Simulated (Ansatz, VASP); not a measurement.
**AlN: VASP beside Ansatz**

```
Al N
1.0
     3.17526    0.00000    0.00000
    -1.58763    2.74986    0.00000
     0.00000    0.00000    4.98100
Al N
2 2
Cartesian
  1.5876 0.9166 2.4905
  0.0000 1.8332 0.0000
  1.5876 0.9166 4.3833
  0.0000 1.8332 1.8928
```

Alike in both runs: task single point; functional PBEsol; k mesh 8 × 8 × 5; occupations fermi-dirac, width 0.05 eV; no spin polarisation.

```csv
,VASP,Ansatz
version,VASP 6.6.1,Ansatz 0.2.0
potentials or method,"VASP PAW PBE potentials, release 64 (Al, N)",Ansatz PAW
plane-wave cutoff (eV),600,420
valence electrons in the cell,16,16
```

Ansatz gave:

| Quantity | Value |
| --- | --- |
| gap on the k mesh at the Fermi level (eV) | 3.75 |
| least direct gap on the mesh (eV) | 3.75 |
| pressure (GPa) | -7.1 |
| traceless stress, the component that is largest in VASP (GPa) | 5.91 |
| rms of the force components (eV/Å) | 0.184 |

**Question.** Which values does VASP return?

**Answer.** gap on the k mesh at the Fermi level (eV): 3.76; least direct gap on the mesh (eV): 3.76; pressure (GPa): -7.4; traceless stress, the component that is largest in VASP (GPa): 5.99; rms of the force components (eV/Å): 0.187.

VASP's potentials were made for PBE, not for PBEsol. Atom by atom the forces differ by 0.003 eV/Å (rms over components).

Noted on Ansatz's run: odd divisions of the mesh miss points on the zone boundary, where band edges often lie, so the gap on the mesh can be too wide.
